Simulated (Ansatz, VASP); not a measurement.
# One calculation of Sc, two programs

```
Sc
1.0
     0.00000    2.28639    2.28639
     2.28639    0.00000    2.28639
     2.28639    2.28639    0.00000
Sc
1
Direct
  0.00000 0.00000 0.00000
```

Change from the starting cell: volume scaled by 0.97, PAW files.

Alike in both runs: task electric field gradients; functional PBE; k mesh 13 × 13 × 13; occupations fermi-dirac, width 0.03 eV; no spin polarisation.

```csv
,VASP,Ansatz
version,VASP 6.6.1,Ansatz 0.2.0
potentials or method,"VASP PAW PBE potentials, release 64 (Sc_sv)","PAW with Ansatz's default frozen-core files, scalar-relativistic"
plane-wave cutoff (eV),520,420
valence electrons in the cell,11,11
```

|  | VASP | Ansatz | Ansatz less VASP |
| --- | --- | --- | --- |
| pressure (GPa) | 1.6 | 1.6 | -0.03 |
